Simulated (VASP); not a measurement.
A run of VASP 6.6.1 is set up as follows.

INCAR

```
SYSTEM = Sc
PREC = Accurate
ENCUT = 520
EDIFF = 1E-6
ISMEAR = 0
SIGMA = 0.1
LREAL = .FALSE.
LASPH = .TRUE.
NELM = 60
ALGO = Normal
ISIF = 2
LWAVE = .FALSE.
LCHARG = .TRUE.
GGA = PS
LELF = .TRUE.
LVHAR = .TRUE.
NBANDS = 30
```

KPOINTS

```
regular mesh
0
G
  4 4 4
  0 0 0
```

Contents of POSCAR:

```
Sc
1.0
    2.4948238246     -4.2282637227      0.0000000000
    2.4948238246      4.2282637227      0.0000000000
    0.0000000000      0.0000000000      4.9962847311
Sc
4
Direct
    0.1525000000      0.8475000000      0.0785000000
    0.6525000000      0.3475000000      0.4215000000
    0.8475000000      0.1525000000      0.9215000000
    0.3475000000      0.6525000000      0.5785000000
```

Potentials or basis: VASP PAW PBE potentials, release 64 (Sc_sv).

Launch:

```console
$ cat potpaw_PBE.64/Sc_sv/POTCAR > POTCAR
$ mpirun -np 1 vasp_std > vasp.out
```

Q: Predict the pressure.

A: 1.3 GPa.

Q: Estimate the band gap on the k mesh.

A: Zero (band 22 reaches 3.14 eV, above the bottom of band 23 at 2.84 eV).

Q: Estimate the largest force.

A: 0.234 eV/Å.

Stress tensor (GPa, compression positive):
```
-0.39  0.00  0.00
 0.00  6.90  0.00
 0.00  0.00 -2.54
```

Caveat: the k points lie up to 0.37 Å⁻¹ apart; the PAW data sets were made with another functional, which shifts forces and pressure a little.
